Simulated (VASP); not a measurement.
# BN (Cmcm) in VASP: further runs

BN is run at these levels: PBEsol; tasks: relaxation of the atoms.

Program: VASP 6.6.1. These are calculated values, not measurements. Logs are shortened: lines on timing, memory, paths and dates and some standing lists are left out, and cuts for length are marked.

## (1) The cell of the first run

Symmetry: Cmcm, No. 63, orthorhombic system. The conventional cell has a = 2.320 Å, b = 4.337 Å, c = 6.776 Å, α = 90.00°, β = 90.00°, γ = 90.00°. B (site symmetry m2m) has 3 N at 1.37 to 1.45 Å within 1.8 Å. N (site symmetry m2m) has 3 B at 1.37 to 1.45 Å within 1.8 Å.

## (2) Relaxation of the atoms, PBEsol (normal strain along x -0.0733, normal strain along z -0.0367)

Contents of INCAR:

```
PREC = Accurate
ENCUT = 520
EDIFF = 1E-7
ISMEAR = 0
SIGMA = 0.05
LREAL = F
LASPH = T
NELM = 120
ALGO = Normal
ISIF = 2
LWAVE = F
LCHARG = F
GGA = PS
IBRION = 2
NSW = 50
EDIFFG = -0.01
GGA_COMPAT = F
NELMIN = 4
```

Contents of KPOINTS:

```
Automatic mesh
0
Gamma
  12 12 4
```

Contents of POSCAR:

```
BN
1.0
    2.3202494124      0.0000000000      0.0000000000
   -1.1601247062      2.1683338019      0.0000000000
    0.0000000000      0.0000000000      6.7759457536
B N
2 2
Direct
    0.3333333333      0.6666666667      0.2500000000
    0.6666666667      0.3333333333      0.7500000000
    0.3333333333      0.6666666667      0.7500000000
    0.6666666667      0.3333333333      0.2500000000
```

Potentials or basis: VASP PAW PBE potentials, release 64 (B, N).

Started as:

```
cat potpaw_PBE.64/B/POTCAR potpaw_PBE.64/N/POTCAR > POTCAR
mpirun -np 1 vasp_std > vasp.out
```

OUTCAR:

```text
PREC = Accurate
   ENCUT = 520
   EDIFF = 1E-7
   ISMEAR = 0
   LREAL = F
   LASPH = T
   NELM = 120
   ISIF = 2
   GGA = PS
   IBRION = 2
   NSW = 50
   EDIFFG = -0.01
   NELMIN = 4

 ion  position               nearest neighbor table
   1  0.333  0.667  0.250-   4 1.37   4 1.37   4 1.45
   2  0.667  0.333  0.750-   3 1.37   3 1.37   3 1.45
   3  0.333  0.667  0.750-   2 1.37   2 1.37   2 1.45
   4  0.667  0.333  0.250-   1 1.37   1 1.37   1 1.45

  LATTYP: Found a base centered orthorhombic cell.
 ALAT       =     2.3202494124
 B/A-ratio  =     1.8690523444
 C/A-ratio  =     2.9203523196

  Lattice vectors:

 A1 = (   1.1601247062,  -2.1683338019,   0.0000000000)
 A2 = (   1.1601247062,   2.1683338019,   0.0000000000)
 A3 = (   0.0000000000,   0.0000000000,   6.7759457536)

Analysis of symmetry for initial positions (statically):
=====================================================================
 Subroutine PRICEL returns:
 Original cell was already a primitive cell.

 Routine SETGRP: Setting up the symmetry group for a
 base centered orthorhombic supercell.

 Subroutine GETGRP returns: Found  8 space group operations
 (whereof  4 operations were pure point group operations)
 out of a pool of  8 trial point group operations.

The static configuration has the point symmetry C_2h.
 The point group associated with its full space group is D_2h.

Analysis of symmetry for dynamics (positions and initial velocities):
=====================================================================
 Subroutine PRICEL returns:
 Original cell was already a primitive cell.

 Routine SETGRP: Setting up the symmetry group for a
 base centered orthorhombic supercell.

 Subroutine GETGRP returns: Found  8 space group operations
 (whereof  4 operations were pure point group operations)
 out of a pool of  8 trial point group operations.

The dynamic configuration has the point symmetry C_2h.
 The point group associated with its full space group is D_2h.

 Subroutine INISYM returns: Found  8 space group operations
 (whereof  4 operations are pure point group operations),
 and found     1 'primitive' translations

----------------------------------------------------------------------------------------

                                     Primitive cell

  volume of cell :      34.0903

  direct lattice vectors                    reciprocal lattice vectors
     2.320249412  0.000000000  0.000000000     0.430988149  0.230591803  0.000000000
    -1.160124706  2.168333802  0.000000000     0.000000000  0.461183605  0.000000000
[... 106 lines left out ...]
   IALGO  =     38    algorithm
   IMIX   =      4    mixing-type and parameters
     AMIX     =   0.40;   BMIX     =  1.00
     AMIX_MAG =   1.60;   BMIX_MAG =  1.00
  volume/ion in A,a.u.               =       8.52        57.51
  Fermi-wavevector in a.u.,A,eV,Ry     =   1.272246  2.404197 22.022540  1.618611
  Thomas-Fermi vector in A             =   2.405135
   LORBIT       =      0    0 simple, 1 ext, 2 COOP (PROOUT), +10 PAW based schemes
   GGA     = PS    functional components
   LHFCALC =     F    Hartree Fock is set to
   AEXX    =    0.0000 exact exchange contribution
   IVDW    =     0    specifies the selected vdW correction
   LEPSILON=     F    determine dielectric tensor
   LRPA    =     F    only Hartree local field effects (RPA)
 conjugate gradient relaxation of ions
 non-spin polarized calculation
 Gauss-broadening in eV      SIGMA  =   0.05
  energy-cutoff  :      520.00
  volume of cell :       34.09
 maximum number of plane-waves:       944
 NGX is ok and might be reduce to    18
   NGX =  9   NGY =  9   NGZ = 25

--------------------------------------- Ionic step        1  -------------------------------------------

 number of electron      16.0000000 magnetization

 Free energy of the ion-electron system (eV)
  ---------------------------------------------------
  ext. energy  EPLUGINS =         0.00000000
  ---------------------------------------------------
  free energy    TOTEN  =       -35.90179562 eV

  energy without entropy =      -35.90179562  energy(sigma->0) =      -35.90179562

------------------------ aborting loop because EDIFF is reached ----------------------------------------

  FORCE on cell =-STRESS in cart. coord.  units (eV):
  Direction    XX          YY          ZZ          XY          YZ          ZX
  --------------------------------------------------------------------------------------
  -------------------------------------------------------------------------------------
  Total       17.9517758      3.5711731      0.0967801      0.0000000      0.0000000      0.0000000
  in kB      843.6984805    167.8381742      4.5484777      0.0000000      0.0000000      0.0000000
  external PRESSURE =     338.6950441 kB  Pullay stress =       0.0000000 kB
[... 253 lines left out ...]
--------------------------------------- Ionic step        8  -------------------------------------------

 number of electron      16.0000002 magnetization

 Free energy of the ion-electron system (eV)
  ---------------------------------------------------
  ext. energy  EPLUGINS =         0.00000000
  ---------------------------------------------------
  free energy    TOTEN  =       -35.94833550 eV

  energy without entropy =      -35.94833550  energy(sigma->0) =      -35.94833550

 E-fermi :   2.8587     XC(G=0): -10.4009

 val. band max:        2.6002848315   @ k =   0.4167   0.2500   0.0000
 cond. band min:       6.3831194740   @ k =   0.0000   0.5000   0.0000
 fundamental gap:      3.7828346426
 Fermi energy:         2.8587349076

 k-point     1 :       0.0000    0.0000    0.0000
  band No.  band energies     occupation
      1     -15.9047      2.00000
      2     -15.6554      2.00000
      3      -4.2592      2.00000
      4      -2.3628      2.00000
      5       0.7309      2.00000
      6       0.7611      2.00000
      7       2.0906      2.00000
      8       2.1130      2.00000
      9       7.3696      0.00000
     10      12.6885      0.00000
     11      13.9134      0.00000
     12      14.4031      0.00000
[... 331 lines left out ...]
 k-point    24 :       0.4167    0.1667    0.0000
  band No.  band energies     occupation
      1     -11.8559      2.00000
      2     -11.8147      2.00000
      3      -6.4238      2.00000
      4      -6.3715      2.00000
      5      -3.4694      2.00000
      6      -3.4203      2.00000
      7       1.7053      2.00000
      8       2.4114      2.00000
      9       7.4027      0.00000
     10       8.2348      0.00000
     11      14.2117      0.00000
     12      14.8584      0.00000

 [... further k-points ...]
[... 5 lines left out ...]
  --------------------------------------------------------------------------------------
  -------------------------------------------------------------------------------------
  Total       16.4040267      4.2406327      0.0928959      0.0000000      0.0000000      0.0000000
  in kB      770.9572875    199.3014730      4.3659277      0.0000000      0.0000000      0.0000000
  external PRESSURE =     324.8748961 kB  Pullay stress =       0.0000000 kB
[... 19 lines left out ...]
  FREE ENERGIE OF THE ION-ELECTRON SYSTEM (eV)
  ---------------------------------------------------
  free  energy   TOTEN  =       -35.9483355044 eV

  energy  without entropy=      -35.9483355044  energy(sigma->0) =      -35.94833550

 reached required accuracy - stopping structural energy minimisation
```

It took 2 min on 1 thread of Intel Xeon 6975P-C, shared host; peak memory 0.18 GiB.

What came out:

| Item | Value |
| --- | --- |
| Free energy | -35.9483 eV |
| Energy gained by relaxing | 11.6 meV/atom |
| Ionic steps | 8 |
| Pressure after relaxing | 32.5 GPa |
| Largest force after relaxing | 0.005 eV/Å |
| Band gap on the k mesh | 3.78 eV, indirect (least direct gap 4.80 eV) |

Forces in eV/Å, atoms in the order of the input:
```
B    0.000 -0.005  0.000
B    0.000  0.005  0.000
N    0.000  0.003  0.000
N    0.000 -0.003  0.000
```

Step by step:
```csv
step,energy change (eV),largest force (eV/Å),pressure (GPa)
1,0.0000,1.5539,33.87
2,0.8123,7.5456,36.59
3,-0.0465,0.0177,32.48
4,-0.0465,0.0234,32.50
5,-0.0465,0.0218,32.50
6,-0.0465,0.0185,32.50
7,-0.0465,0.0103,32.49
8,-0.0465,0.0051,32.49
```

Final structure:
```
B N
1.0
     2.32025    0.00000    0.00000
    -1.16012    2.16833    0.00000
     0.00000    0.00000    6.77595
B N
2 2
Direct
  0.33658 0.67316 0.25000
  0.66342 0.32684 0.75000
  0.33693 0.67386 0.75000
  0.66307 0.32614 0.25000
```

Caveat: the cell differs from its parent crystal (normal strain along x -0.0733, normal strain along z -0.0367); the PAW data sets were made with another functional, which shifts forces and pressure a little; this functional lacks dispersion, which binds the layers, so the pressure and a relaxed spacing across them are unreliable. A k mesh can miss the band edges.

## (3) Relaxation of the atoms, PBEsol (normal strain along x +0.0733, normal strain along z +0.1100)

Contents of INCAR:

```
ALGO     = Normal         # electronic algorithm
EDIFF    = 1E-7           # SCF threshold, eV
EDIFFG   = -0.01          # ionic threshold
ENCUT    = 520            # plane-wave cutoff, eV
GGA      = PS             # functional
GGA_COMPAT= False        
IBRION   = 2              # ionic algorithm
ISIF     = 2              # what is computed and relaxed
ISMEAR   = 0              # smearing method
LASPH    = True           # aspherical terms in the spheres
LCHARG   = False          # write CHGCAR
LREAL    = False          # projectors in reciprocal space
LWAVE    = False          # write WAVECAR
NELM     = 120            # most SCF steps
NELMIN   = 4            
NSW      = 50             # ionic steps
PREC     = Accurate       # precision mode
SIGMA    = 0.05           # smearing width, eV
```

Contents of KPOINTS:

```
k-points
0
Gamma
  12 12 4
```

Contents of POSCAR:

```
BN
1.0
    2.6873030046      0.0000000000      0.0000000000
   -1.3436515023      2.1683338019      0.0000000000
    0.0000000000      0.0000000000      7.8078478008
B N
2 2
Direct
    0.3333333333      0.6666666667      0.2500000000
    0.6666666667      0.3333333333      0.7500000000
    0.3333333333      0.6666666667      0.7500000000
    0.6666666667      0.3333333333      0.2500000000
```

Potentials or basis: VASP PAW PBE potentials, release 64 (B, N).

Started as:

```
cat potpaw_PBE.64/B/POTCAR potpaw_PBE.64/N/POTCAR > POTCAR
mpirun -np 1 vasp_std > vasp.out
```

OUTCAR:

```text
EDIFF = 1E-7
   EDIFFG = -0.01
   ENCUT = 520
   GGA = PS
   IBRION = 2
   ISIF = 2
   ISMEAR = 0
   LASPH = True
   LREAL = False
   NELM = 120
   NELMIN = 4
   NSW = 50
   PREC = Accurate

 ion  position               nearest neighbor table
   1  0.333  0.667  0.250-   4 1.45   4 1.53   4 1.53
   2  0.667  0.333  0.750-   3 1.45   3 1.53   3 1.53
   3  0.333  0.667  0.750-   2 1.45   2 1.53   2 1.53
   4  0.667  0.333  0.250-   1 1.45   1 1.53   1 1.53

  Warning from LATTYP: Monoclinic adjustment (A1->A3, A2->A1, A3->A2)!
  LATTYP: Found a base centered orthorhombic cell.
 ALAT       =     2.6873030046
 B/A-ratio  =     1.6137620493
 C/A-ratio  =     2.9054586652

  Lattice vectors:

 A1 = (   1.3436515023,  -2.1683338019,   0.0000000000)
 A2 = (   1.3436515023,   2.1683338019,   0.0000000000)
 A3 = (   0.0000000000,   0.0000000000,   7.8078478008)

Analysis of symmetry for initial positions (statically):
=====================================================================
 Subroutine PRICEL returns:
 Original cell was already a primitive cell.

 Routine SETGRP: Setting up the symmetry group for a
 base centered orthorhombic supercell.

 Subroutine GETGRP returns: Found  8 space group operations
 (whereof  4 operations were pure point group operations)
 out of a pool of  8 trial point group operations.

The static configuration has the point symmetry C_2h.
 The point group associated with its full space group is D_2h.

Analysis of symmetry for dynamics (positions and initial velocities):
=====================================================================
 Subroutine PRICEL returns:
 Original cell was already a primitive cell.

 Routine SETGRP: Setting up the symmetry group for a
 base centered orthorhombic supercell.

 Subroutine GETGRP returns: Found  8 space group operations
 (whereof  4 operations were pure point group operations)
[... 139 lines left out ...]
 non-spin polarized calculation
 Gauss-broadening in eV      SIGMA  =   0.05
  energy-cutoff  :      520.00
  volume of cell :       45.50
 maximum number of plane-waves:      1246
   NGX =  9   NGY =  9   NGZ = 29

--------------------------------------- Ionic step        1  -------------------------------------------

 number of electron      15.9999998 magnetization

 Free energy of the ion-electron system (eV)
  ---------------------------------------------------
  ext. energy  EPLUGINS =         0.00000000
  ---------------------------------------------------
  free energy    TOTEN  =       -36.10175159 eV

  energy without entropy =      -36.10175159  energy(sigma->0) =      -36.10175159

------------------------ aborting loop because EDIFF is reached ----------------------------------------

  FORCE on cell =-STRESS in cart. coord.  units (eV):
  Direction    XX          YY          ZZ          XY          YZ          ZX
  --------------------------------------------------------------------------------------
  -------------------------------------------------------------------------------------
  Total      -12.7150122     -2.2349293     -0.1391457      0.0000000     -0.0000000      0.0000000
  in kB     -447.7681987    -78.7046257     -4.9001133      0.0000000     -0.0000000      0.0000000
  external PRESSURE =    -177.1243126 kB  Pullay stress =       0.0000000 kB
[... 63 lines left out ...]
--------------------------------------- Ionic step        3  -------------------------------------------

 number of electron      15.9999998 magnetization

 Free energy of the ion-electron system (eV)
  ---------------------------------------------------
  ext. energy  EPLUGINS =         0.00000000
  ---------------------------------------------------
  free energy    TOTEN  =       -36.10938102 eV

  energy without entropy =      -36.10938102  energy(sigma->0) =      -36.10938102

 E-fermi :   0.8458     XC(G=0):  -9.0150

 val. band max:        0.6375096372   @ k =   0.3333   0.3333   0.0000
 cond. band min:       4.7168630581   @ k =   0.5000   0.0000   0.0000
 fundamental gap:      4.0793534209
 Fermi energy:         0.8457990659

 k-point     1 :       0.0000    0.0000    0.0000
  band No.  band energies     occupation
      1     -16.4407      2.00000
      2     -16.3589      2.00000
      3      -4.6115      2.00000
      4      -3.6496      2.00000
      5      -1.0270      2.00000
      6      -1.0182      2.00000
      7      -0.5604      2.00000
      8      -0.5510      2.00000
      9       5.0369      0.00000
     10       8.8658      0.00000
     11       9.6558      0.00000
     12      10.8493      0.00000
[... 331 lines left out ...]
 k-point    24 :       0.4167    0.1667    0.0000
  band No.  band energies     occupation
      1     -13.4949      2.00000
      2     -13.4761      2.00000
      3      -7.6240      2.00000
      4      -7.5953      2.00000
      5      -4.3732      2.00000
      6      -4.3541      2.00000
      7      -0.1904      2.00000
      8       0.1747      2.00000
      9       4.9005      0.00000
     10       5.3800      0.00000
     11      11.0783      0.00000
     12      12.1595      0.00000

 [... further k-points ...]
[... 5 lines left out ...]
  --------------------------------------------------------------------------------------
  -------------------------------------------------------------------------------------
  Total      -12.6370214     -2.6782616     -0.1397113      0.0000000     -0.0000000      0.0000000
  in kB     -445.0216978    -94.3168890     -4.9200333      0.0000000     -0.0000000      0.0000000
  external PRESSURE =    -181.4195400 kB  Pullay stress =       0.0000000 kB
[... 19 lines left out ...]
  FREE ENERGIE OF THE ION-ELECTRON SYSTEM (eV)
  ---------------------------------------------------
  free  energy   TOTEN  =       -36.1093810197 eV

  energy  without entropy=      -36.1093810197  energy(sigma->0) =      -36.10938102

 reached required accuracy - stopping structural energy minimisation
```

It took 5.1 min on 1 thread of AMD EPYC 7R13, shared host; peak memory 0.17 GiB.

Results:

- Free energy: -36.1094 eV
- Energy gained by relaxing: 1.9 meV/atom
- Ionic steps: 3
- Pressure after relaxing: -18.1 GPa
- Band gap on the k mesh: 4.08 eV, indirect (least direct gap 4.36 eV)

Stress tensor (GPa, compression positive):
```
-44.50   0.00   0.00
  0.00  -9.43   0.00
  0.00   0.00  -0.49
```

The path:
| step | energy change (eV) | largest force (eV/Å) | pressure (GPa) |
| --- | --- | --- | --- |
| 1 | 0.0000 | 0.5210 | -17.71 |
| 2 | 0.0332 | 1.1317 | -18.72 |
| 3 | -0.0076 | 0.0013 | -18.14 |

Final structure:
```
B N
1.0
     2.68730    0.00000    0.00000
    -1.34365    2.16833    0.00000
     0.00000    0.00000    7.80785
B N
2 2
Direct
  0.33163 0.66326 0.25000
  0.66837 0.33674 0.75000
  0.33162 0.66324 0.75000
  0.66838 0.33676 0.25000
```

Levels at points of the mesh, in eV from the valence-band top:
| k point | band 6 | band 7 | band 8 | band 9 | band 10 | band 11 |
| --- | --- | --- | --- | --- | --- | --- |
| (0.00, 0.00, 0.00) | -1.66 | -1.20 | -1.19 | 4.40 | 8.23 | 9.02 |
| (0.50, 0.00, 0.00) | -3.59 | -1.22 | -0.79 | 4.08 | 4.79 | 8.95 |
| (0.00, 0.50, 0.00) | -4.63 | -0.68 | -0.32 | 4.48 | 4.95 | 7.31 |
| (0.00, 0.00, 0.50) | -1.66 | -1.19 | -1.19 | 5.90 | 5.90 | 10.08 |
| (0.50, 0.00, 0.50) | -3.59 | -1.00 | -1.00 | 4.37 | 4.37 | 9.32 |
| (0.00, 0.50, 0.50) | -4.64 | -0.50 | -0.50 | 4.66 | 4.66 | 7.41 |

Caveat: the cell differs from its parent crystal (normal strain along x +0.0733, normal strain along z +0.1100); the PAW data sets were made with another functional, which shifts forces and pressure a little; this functional lacks dispersion, which binds the layers, so the pressure and a relaxed spacing across them are unreliable.

(Continued in part 2 of 2.)
